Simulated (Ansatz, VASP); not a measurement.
## CdP2C: VASP beside Ansatz

INCAR

```
  PREC = Accurate
  ENCUT = 520
  EDIFF = 1E-6
  ISMEAR = -1
  SIGMA = 0.02
  LREAL = F
  LASPH = T
  NELM = 80
  ALGO = Normal
  ISIF = 2
  LWAVE = F
  LCHARG = F
  GGA = CA
  NBANDS = 21
```

File KPOINTS:

```
regular mesh
0
Gamma
  8 8 4
```

File POSCAR:

```
CdP2C
1.0
    3.3048442156      0.0000000000      0.0000000000
    0.0000000000      3.3048442156      0.0000000000
    0.0000000000      0.0000000000      5.9718360677
Cd P C
1 2 1
Direct
    0.0000000000      0.0000000000      0.0000000000
    0.0000000000      0.5000000000      0.3265445470
    0.5000000000      0.0000000000      0.6734554530
    0.5000000000      0.5000000000      0.5000000000
```

Input for Ansatz:

```yaml
crystal:
  lattice:
    - [3.3048442156, 0.0, 0.0]
    - [0.0, 3.3048442156, 0.0]
    - [0.0, 0.0, 5.9718360677]
  atoms:
    - { symbol: Cd, position: [0.0, 0.0, 0.0] }
    - { symbol: P, position: [0.0, 0.5, 0.326544547] }
    - { symbol: C, position: [0.5, 0.5, 0.5] }
    - { symbol: P, position: [0.5, 0.0, 0.673455453] }
kpoints:
  mp_grid: { grid: [8, 8, 4] }
  band_path:
    path:
      - [0.0, 0.0, 0.0]
      - [0.0, 0.5, 0.0]
      - [0.5, 0.5, 0.0]
      - [0.0, 0.0, 0.5]
      - [0.0, 0.5, 0.5]
      - [0.5, 0.5, 0.5]
      - [0.125, -0.5, -0.5]
    npoints: 1
hamiltonian:
  xc: lda
scf:
  occupations: { method: fermi_dirac, width: 0.02 }
  n_extra_bands: 5
output:
  forces: true
  stress: true
  eigenvalues: true
```

Alike in both runs: task single point; functional LDA; k mesh 8 × 8 × 4; occupations fermi-dirac, width 0.02 eV; no spin polarisation.

```csv
,VASP,Ansatz
version,VASP 6.6.1,Ansatz 0.2.0
potentials or method,"VASP PAW LDA potentials, release 64 (Cd, P, C)","plane waves, PAW"
plane-wave cutoff (eV),520,420
valence electrons in the cell,26,34
```

|  | VASP | Ansatz | Ansatz less VASP |
| --- | --- | --- | --- |
| pressure (GPa) | -4.6 | -4.9 | -0.31 |
| rms of the force components (eV/Å) | 0.045 | 0.019 | -0.0265 |

LDA's correlation is that of Perdew and Zunger in VASP and of Perdew and Wang (1992) in Ansatz. VASP's potentials hold 26 valence electrons a cell and Ansatz's 34, so a difference there can come from the potentials and not from the codes.
